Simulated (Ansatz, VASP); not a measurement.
**Two plane-wave programs on Re**

Contents of INCAR:

```
PREC     = Accurate       # precision mode
ENCUT    = 560            # plane-wave cutoff, eV
EDIFF    = 1E-6           # SCF threshold, eV
ISMEAR   = -1             # smearing method
SIGMA    = 0.1            # smearing width, eV
LREAL    = F              # projectors in reciprocal space
LASPH    = T              # aspherical terms in the spheres
NELM     = 120            # most SCF steps
ALGO     = Normal         # electronic algorithm
ISIF     = 2              # what is computed and relaxed
LWAVE    = F              # write WAVECAR
LCHARG   = F              # write CHGCAR
GGA      = RP             # functional
NBANDS   = 14             # bands
GGA_COMPAT= F
```

File KPOINTS:

```
regular mesh
0
Gamma
  14 14 14
```

File POSCAR:

```
Re
1.0
    2.6253412809      0.0000000000      0.0000000000
    0.0000000000      2.6253412809      0.0000000000
    0.0000000000      0.0000000000      2.6253412809
Re
1
Direct
    0.0000000000      0.0000000000      0.0000000000
```

Input for Ansatz:

```yaml
crystal:
  lattice:
    - [2.6253412809, 0.0, 0.0]
    - [0.0, 2.6253412809, 0.0]
    - [0.0, 0.0, 2.6253412809]
  atoms:
    - { symbol: Re, position: [0.0, 0.0, 0.0] }
hamiltonian:
  xc: rpbe
  pseudopotentials:
    kind: paw
    azcp:
      Re: "pseudopotentials/Re.paw.azcp"
basis:
  ecutwfc: 420
  fft_grid_basis: typed
kpoints:
  mp_grid: { grid: [14, 14, 14], shift: [0, 0, 0] }
magnetization:
  spin_polarized: false
scf:
  occupations: { method: fermi_dirac, width: 0.1 }
  lower_state_search: "off"
output:
  stress: true
```

Alike in both runs: task single point; functional RPBE; k mesh 14 × 14 × 14; occupations fermi-dirac, width 0.1 eV; no spin polarisation.

|  | VASP | Ansatz |
| --- | --- | --- |
| version | VASP 6.6.1 | Ansatz 0.2.0 |
| potentials or method | VASP PAW PBE potentials, release 64 (Re_sv_GW), cutoff 560 eV | plane waves (420 eV) with PAW, scalar-relativistic |
| valence electrons in the cell | 15 | 15 |

Ansatz gave:

```
pressure (GPa) : -9.5
```

**Question.** Which values does VASP return?

**Answer.** Pressure (GPa): -11.0.

VASP's potentials were made for PBE, not for RPBE.

Neither program's run includes spin-orbit coupling.
